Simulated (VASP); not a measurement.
# Cd (P-1) in VASP: notebook

Runs on Cd. Level: PBE. Tasks: single point.

Program: VASP 6.6.1. These are calculated values, not measurements. Logs are shortened: lines on timing, memory, paths and dates and some standing lists are left out, and cuts for length are marked.

## 1. The cell of the first run

The typed cell holds 2 atoms: a = 3.062 Å, b = 3.014 Å, c = 5.876 Å, α = 88.74°, β = 90.68°, γ = 119.99°.

## 2. Single point, PBE

INCAR reads:

```
ALGO     = Normal         # electronic algorithm
EDIFF    = 1E-6           # SCF threshold, eV
ENCUT    = 520            # plane-wave cutoff, eV
GGA      = PE             # functional
ISIF     = 2              # what is computed and relaxed
ISMEAR   = 0              # smearing method
LASPH    = True           # aspherical terms in the spheres
LCHARG   = False          # write CHGCAR
LREAL    = False          # projectors in reciprocal space
LWAVE    = False          # write WAVECAR
NBANDS   = 19             # bands
NELM     = 100            # most SCF steps
PREC     = Accurate       # precision mode
SIGMA    = 0.15           # smearing width, eV
```

KPOINTS reads:

```
k-points
0
Gamma
  12 12 6
```

POSCAR reads:

```
Cd
1.0
    3.0614506307      0.0141079653     -0.0181758814
   -1.5185074590      2.6035264133      0.0333079014
   -0.0351336289      0.0540592895      5.8754687803
Cd
2
Direct
    0.3413555903      0.6737379847      0.2498521748
    0.6586444097      0.3262620153      0.7501478252
```

Potentials or basis: VASP PAW PBE potentials, release 64 (Cd).

Run with:

```
$ cat potpaw_PBE.64/Cd/POTCAR > POTCAR
$ mpirun -np 1 vasp_std > vasp.out
```

OUTCAR:

```text
EDIFF = 1E-6
   ENCUT = 520
   GGA = PE
   ISIF = 2
   ISMEAR = 0
   LASPH = True
   LREAL = False
   NELM = 100
   PREC = Accurate

 ion  position               nearest neighbor table
   1  0.341  0.674  0.250-   2 3.37   2 3.39   2 3.42   2 3.45   2 3.45   2 3.45
   2  0.659  0.326  0.750-   1 3.37   1 3.39   1 3.42   1 3.45   1 3.45   1 3.45

  LATTYP: Found a triclinic cell.
 ALAT       =     3.0141871382
 B/A-ratio  =     1.7322888160
 C/A-ratio  =     2.8321039501
 COS(alpha) =     0.0060760034
 COS(beta)  =     0.3736882442
 COS(gamma) =     0.8614556152

  Lattice vectors:

 A1 = (   1.5185074590,  -2.6035264133,  -0.0333079014)
 A2 = (  -0.0244357127,  -5.2211607919,  -0.0484399214)
 A3 = (   6.1580348903,  -0.0258433589,  -5.9118205431)

Analysis of symmetry for initial positions (statically):
=====================================================================
 Subroutine PRICEL returns:
 Original cell was already a primitive cell.

 Routine SETGRP: Setting up the symmetry group for a
 triclinic supercell.

 Subroutine GETGRP returns: Found  2 space group operations
 (whereof  2 operations were pure point group operations)
 out of a pool of  2 trial point group operations.

The static configuration has the point symmetry S_2 .

Analysis of symmetry for dynamics (positions and initial velocities):
=====================================================================
 Subroutine PRICEL returns:
 Original cell was already a primitive cell.

 Routine SETGRP: Setting up the symmetry group for a
 triclinic supercell.

 Subroutine GETGRP returns: Found  2 space group operations
 (whereof  2 operations were pure point group operations)
 out of a pool of  2 trial point group operations.

The dynamic configuration has the point symmetry S_2 .

 Subroutine INISYM returns: Found  2 space group operations
 (whereof  2 operations are pure point group operations),
 and found     1 'primitive' translations

----------------------------------------------------------------------------------------

                                     Primitive cell

  volume of cell :      46.9510

  direct lattice vectors                    reciprocal lattice vectors
     3.061450631  0.014107965 -0.018175881     0.325768145  0.190001799  0.000199823
    -1.518507459  2.603526413  0.033307901    -0.001786405  0.383097742 -0.003535506
    -0.035133629  0.054059290  5.875468780     0.001017897 -0.001583998  0.170219846
[... 76 lines left out ...]
   ISTART =      0    job   : 0-new  1-cont  2-samecut
   ICHARG =      2    charge: 1-file 2-atom 10-const
   ISPIN  =      1    spin polarized calculation?
   LNONCOLLINEAR =      F non collinear calculations
   LSORBIT =      F    spin-orbit coupling
   LASPH  =      T    aspherical Exc in radial PAW
   ENCUT  =  520.0 eV  38.22 Ry    6.18 a.u.   5.69  5.60 10.93*2*pi/ulx,y,z
   NELM   =    100;   NELMIN=  2; NELMDL= -5     # of ELM steps
   EDIFF  = 0.1E-05   stopping-criterion for ELM
   LREAL  =      F    real-space projection
   EDIFFG = 0.1E-04   stopping-criterion for IOM
   NSW    =      0    number of steps for IOM
   IBRION =     -1    ionic relax: 0-MD 1-quasi-New 2-CG
   NFREE  =      0    steps in history (QN), initial steepest desc. (CG)
   ISIF   =      2    stress and relaxation
   ISYM   =      2    0-nonsym 1-usesym 2-fastsym
   POTIM  = 0.5000    time-step for ionic-motion
   TEBEG  =    0.0;   TEEND  =   0.0 temperature during run
   PSTRESS=    0.0 pullay stress
   NELECT =      24.0000    total number of electrons
   NUPDOWN=      -1.0000    fix difference up-down
   EMIN   =  10.00;   EMAX   =-10.00  energy-range for DOS
   EFERMI =   0.00;   METHOD = LEGACY
   ISMEAR =     0;   SIGMA  =   0.15  broadening in eV -4-tet -1-fermi 0-gaus
   EFERMI_NEDOS =   21; number of points for ismear=-14 and -15
   IALGO  =     38    algorithm
   IMIX   =      4    mixing-type and parameters
     AMIX     =   0.40;   BMIX     =  1.00
     AMIX_MAG =   1.60;   BMIX_MAG =  1.00
  volume/ion in A,a.u.               =      23.48       158.42
  Fermi-wavevector in a.u.,A,eV,Ry     =   1.308972  2.473598 23.312323  1.713407
  Thomas-Fermi vector in A             =   2.439602
   LORBIT       =      0    0 simple, 1 ext, 2 COOP (PROOUT), +10 PAW based schemes
   GGA     = PE    functional components
   LHFCALC =     F    Hartree Fock is set to
   AEXX    =    0.0000 exact exchange contribution
   IVDW    =     0    specifies the selected vdW correction
   LEPSILON=     F    determine dielectric tensor
   LRPA    =     F    only Hartree local field effects (RPA)
 non-spin polarized calculation
 Gauss-broadening in eV      SIGMA  =   0.15
  energy-cutoff  :      520.00
  volume of cell :       46.95
 maximum number of plane-waves:      1283
   NGX = 11   NGY = 11   NGZ = 21

 number of electron      24.0000000 magnetization

 Free energy of the ion-electron system (eV)
  ---------------------------------------------------
  ext. energy  EPLUGINS =         0.00000000
  ---------------------------------------------------
  free energy    TOTEN  =        -1.49954832 eV

  energy without entropy =       -1.49301523  energy(sigma->0) =       -1.49628177

 E-fermi :   2.4382     XC(G=0): -10.5878

 val. band max:        2.4325003004   @ k =   0.1667   0.0833   0.1667
 cond. band min:       2.4423952025   @ k =  -0.0833   0.3333   0.0000
 fundamental gap:      0.0098949022
 Fermi energy:         2.4381732623

 k-point     1 :       0.0000    0.0000    0.0000
  band No.  band energies     occupation
      1      -7.1994      2.00000
      2      -7.0156      2.00000
      3      -6.7256      2.00000
      4      -6.6923      2.00000
      5      -6.6398      2.00000
      6      -6.6020      2.00000
[... 505 lines left out ...]
      6      -6.4389      2.00000
[... 11 lines left out ...]
     18      11.4550      0.00000
     19      12.8592      0.00000

 [... further k-points ...]
[... 5 lines left out ...]
  --------------------------------------------------------------------------------------
  -------------------------------------------------------------------------------------
  Total       -0.4167150     -0.1804355      0.0418610     -0.0574703     -0.0247604      0.0160169
  in kB      -14.2201765     -6.1572629      1.4284843     -1.9611417     -0.8449354      0.5465671
  external PRESSURE =      -6.3163184 kB  Pullay stress =       0.0000000 kB

 VOLUME and BASIS-vectors are now :
 -----------------------------------------------------------------------------
  energy-cutoff  :      520.00
  volume of cell :       46.95
      direct lattice vectors                 reciprocal lattice vectors
     3.061450631  0.014107965 -0.018175881     0.325768145  0.190001799  0.000199823
    -1.518507459  2.603526413  0.033307901    -0.001786405  0.383097742 -0.003535506
    -0.035133629  0.054059290  5.875468780     0.001017897 -0.001583998  0.170219846

 POSITION                                       TOTAL-FORCE (eV/Angst)
 -----------------------------------------------------------------------------------
      0.01319      1.77242      1.48424         0.001945      0.001539      0.002652
      1.49462      0.89928      4.40637        -0.001945     -0.001539     -0.002652
 -----------------------------------------------------------------------------------
    total drift:                                0.000000     -0.000000     -0.000000

  FREE ENERGIE OF THE ION-ELECTRON SYSTEM (eV)
  ---------------------------------------------------
  free  energy   TOTEN  =        -1.4995483217 eV

  energy  without entropy=       -1.4930152276  energy(sigma->0) =       -1.49628177
```

OSZICAR:

```text
N       E                     dE             d eps       ncg     rms          rms(c)
DAV:   1     0.173096059657E+03    0.17310E+03   -0.13029E+04 16600   0.125E+03
DAV:   2     0.252252061584E+01   -0.17057E+03   -0.16448E+03 17225   0.328E+02
DAV:   3    -0.157483427127E+01   -0.40974E+01   -0.40895E+01 18860   0.580E+01
DAV:   4    -0.158203821133E+01   -0.72039E-02   -0.72034E-02 17989   0.230E+00
DAV:   5    -0.158206168835E+01   -0.23477E-04   -0.23477E-04 18118   0.125E-01    0.367E+00
DAV:   6    -0.150103306534E+01    0.81029E-01   -0.21498E-01 18180   0.532E+00    0.305E+00
DAV:   7    -0.149861495249E+01    0.24181E-02   -0.21693E-02 18114   0.132E+00    0.157E+00
DAV:   8    -0.149945064644E+01   -0.83569E-03   -0.32563E-03 17713   0.662E-01    0.836E-02
DAV:   9    -0.149951085362E+01   -0.60207E-04   -0.32629E-05 18708   0.559E-02    0.318E-02
DAV:  10    -0.149954837786E+01   -0.37524E-04   -0.34901E-05 17720   0.575E-02    0.269E-03
DAV:  11    -0.149954832171E+01    0.56152E-07   -0.26686E-08 10664   0.132E-03
   1 F= -.14995483E+01 E0= -.14962818E+01  d E =-.653309E-02
```

Run time: 99 s. Hardware: 1 thread of Intel Xeon Platinum 8559C (Emerald Rapids), shared host; peak memory 0.41 GiB.

Results:

| Quantity | Value |
| --- | --- |
| Free energy | -1.4995 eV |
| Pressure | -0.6 GPa |
| Largest force | 0.004 eV/Å |
| Band gap on the k mesh | zero (band 12 reaches 3.53 eV, above the bottom of band 13 at -0.34 eV) |

Forces in eV/Å, atoms in the order of the input:
```
Cd   0.002  0.002  0.003
Cd  -0.002 -0.002 -0.003
```

Stress tensor (GPa, compression positive):
```
-1.42 -0.20  0.05
-0.20 -0.62 -0.08
 0.05 -0.08  0.14
```

Levels at points of the mesh, in eV from the Fermi level:
```
           k point  band 8  band 9  band 10  band 11  band 12  band 13  band 14  band 15  band 16  band 17
(0.00, 0.00, 0.00)   -8.64   -8.48    -8.44    -8.33    -3.36    -2.78     9.41    13.45    14.08    14.33
(0.50, 0.00, 0.00)   -8.46   -8.21    -8.20    -2.16    -1.83     1.54     2.53     2.76     4.98     8.52
(0.00, 0.50, 0.00)   -8.49   -8.20    -8.18    -2.00    -1.65     1.77     2.66     3.15     4.98     7.97
(0.50, 0.50, 0.00)   -8.48   -8.21    -8.19    -2.08    -1.74     1.65     2.58     2.99     4.98     8.24
(0.00, 0.00, 0.50)   -8.55   -8.53    -8.52    -7.00    -6.99     3.09     3.10    14.44    14.46    14.96
(0.50, 0.00, 0.50)   -8.48   -8.21    -8.21    -1.37    -1.37    -0.23    -0.21     7.37     7.39     9.92
(0.00, 0.50, 0.50)   -8.45   -8.19    -8.19    -1.34    -1.19    -0.05     0.20     7.19     7.75     9.38
(0.50, 0.50, 0.50)   -8.45   -8.20    -8.19    -1.40    -1.24    -0.19     0.07     7.12     7.72     9.64
```

Caveat: the cell differs from its parent crystal (all atoms moved at random, sigma 0.02 Å a component, cell strained at random, sigma 0.01, then relaxed in part).

## 3. Single point, PBE (atoms moved at random and the cell strained at random)

INCAR reads:

```
  PREC = Accurate
  ENCUT = 520
  EDIFF = 1E-6
  ISMEAR = 0
  SIGMA = 0.15
  LREAL = False
  LASPH = True
  NELM = 100
  ALGO = Normal
  ISIF = 2
  LWAVE = False
  LCHARG = False
  GGA = PE
  NBANDS = 19
```

KPOINTS reads:

```
regular mesh
0
Gamma
  12 12 6
```

POSCAR reads:

```
Cd
1.0
    3.0614506307      0.0141079653     -0.0181758814
   -1.5185074590      2.6035264133      0.0333079014
   -0.0351336289      0.0540592895      5.8754687803
Cd
2
Direct
    0.3338025659      0.6659400713      0.2525470084
    0.6661974341      0.3340599287      0.7474529916
```

Potentials or basis: VASP PAW PBE potentials, release 64 (Cd).

Run with:

```
$ cat potpaw_PBE.64/Cd/POTCAR > POTCAR
$ mpirun -np 1 vasp_std > vasp.out
```

Wall time 90 s (1 thread of Intel Xeon Platinum 8559C (Emerald Rapids), shared host); peak memory 0.42 GiB.

It converged, with:

```yaml
Free_energy: -1.4986 eV
Pressure: -0.6 GPa
Largest_force: 0.042 eV/Å
Band_gap_on_the_k_mesh: zero (band 12 reaches 3.56 eV, above the bottom of band 13 at -0.34 eV)
```

Forces on the atoms (eV/Å):
```
Cd   0.004  0.010 -0.041
Cd  -0.004 -0.010  0.041
```

Stress tensor (GPa, compression positive):
```
-1.51 -0.25  0.06
-0.25 -0.56 -0.08
 0.06 -0.08  0.17
```

Levels at points of the mesh, in eV from the Fermi level:
```
           k point  band 8  band 9  band 10  band 11  band 12  band 13  band 14  band 15  band 16  band 17
(0.00, 0.00, 0.00)   -8.64   -8.47    -8.46    -8.34    -3.36    -2.78     9.41    13.44    13.98    14.32
(0.50, 0.00, 0.00)   -8.47   -8.22    -8.20    -2.16    -1.85     1.58     2.49     2.83     4.88     8.51
(0.00, 0.50, 0.00)   -8.48   -8.20    -8.18    -2.01    -1.63     1.73     2.70     3.06     5.08     7.97
(0.50, 0.50, 0.00)   -8.48   -8.21    -8.19    -2.08    -1.74     1.64     2.58     3.00     4.97     8.23
(0.00, 0.00, 0.50)   -8.55   -8.53    -8.53    -7.07    -6.94     3.01     3.17    14.43    14.49    14.93
(0.50, 0.00, 0.50)   -8.47   -8.21    -8.21    -1.40    -1.38    -0.20    -0.19     7.28     7.39     9.86
(0.00, 0.50, 0.50)   -8.45   -8.19    -8.19    -1.33    -1.17    -0.07     0.18     7.19     7.83     9.33
(0.50, 0.50, 0.50)   -8.46   -8.20    -8.20    -1.40    -1.25    -0.19     0.07     7.15     7.67     9.59
```

Caveat: the cell differs from its parent crystal (atoms moved at random and the cell strained at random).
